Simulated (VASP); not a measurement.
Set up this calculation in VASP 6.6.1, as the native input.

* Task: single point
* Functional: PBEsol
* Potentials or basis: VASP PAW PBE potentials, release 64 (Li_sv, Br)
* Cutoff: 750 eV
* k mesh: 8 × 8 × 8
* Occupations: gaussian, width 0.01 eV
* Spin: no spin polarisation
* Dipole correction: no
* Further INCAR settings: ALGO = Normal; EDIFF = 1e-06; NBANDS = 12

The structure of LiBr lies in POSCAR:

```
LiBr
1.0
    0.0000000000      2.5581673077      2.5581673077
    2.5581673077      0.0000000000      2.5581673077
    2.5581673077      2.5581673077      0.0000000000
Li Br
1 1
Direct
    0.0000000000      0.0000000000      0.0000000000
    0.5000000000      0.5000000000      0.5000000000
```

These files were run (other wordings do the same):

INCAR

```
PREC = Accurate ; ENCUT = 750
EDIFF = 1E-6 ; ISMEAR = 0
SIGMA = 0.01 ; LREAL = F
LASPH = T ; NELM = 120
ALGO = Normal ; ISIF = 2
LWAVE = F ; LCHARG = T
GGA = PS ; LELF = T
LVHAR = T ; NBANDS = 12
GGA_COMPAT = F
```

KPOINTS

```
regular mesh
0
Gamma
  8 8 8
```

Potentials or basis: VASP PAW PBE potentials, release 64 (Li_sv, Br).

Launch:

```console
$ cat potpaw_PBE.64/Li_sv/POTCAR potpaw_PBE.64/Br/POTCAR > POTCAR
$ mpirun -np 1 vasp_std > vasp.out
```

Results of the run:

```yaml
Pressure: 7.0 GPa
Band_gap_on_the_k_mesh: 5.54 eV, indirect (least direct gap 5.90 eV)
```

Caveat: the PAW data sets were made with another functional, which shifts forces and pressure a little.

It took 6.8 s on 1 thread of Intel(R) Xeon(R) 6975P-C (Granite Rapids), with other jobs on the host, peak memory 0.18 GiB.
